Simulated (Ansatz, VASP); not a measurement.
Te: VASP beside Ansatz

```
Te
1.0
     1.58292   -4.53044    0.00000
     1.58292    4.53044    0.00000
     0.00000    0.00000    5.36840
Te
2
Direct
  0.93464 0.06536 0.25000
  0.06536 0.93464 0.75000
```

Alike in both runs: functional PBE; k mesh 18 × 18 × 10; occupations gaussian, width 0.1 eV; no spin polarisation.

Ansatz relaxed the structure, and its values are those at the end. VASP's run is a single point on that final structure, the one shown.

|  | VASP | Ansatz |
| --- | --- | --- |
| version | VASP 6.6.1 | Ansatz 0.2.0 |
| potentials or method | VASP PAW PBE potentials, release 64 (Te), cutoff 520 eV | scalar-relativistic, plane waves, PAW |
| valence electrons in the cell | 12 | 32 |

```tsv
	VASP	Ansatz	Ansatz less VASP
gap on the k mesh at the Fermi level (eV)	none	none	-
pressure (GPa)	0.0	0.0	+0.02
```

A gap of «none» marks a metal or a gap that the smearing closes. The functional is the same, so the differences come from potentials, cutoffs and numerics. VASP's potentials hold 12 valence electrons a cell and Ansatz's 32, so a difference there can come from the potentials and not from the codes.

Spin-orbit coupling is off throughout.
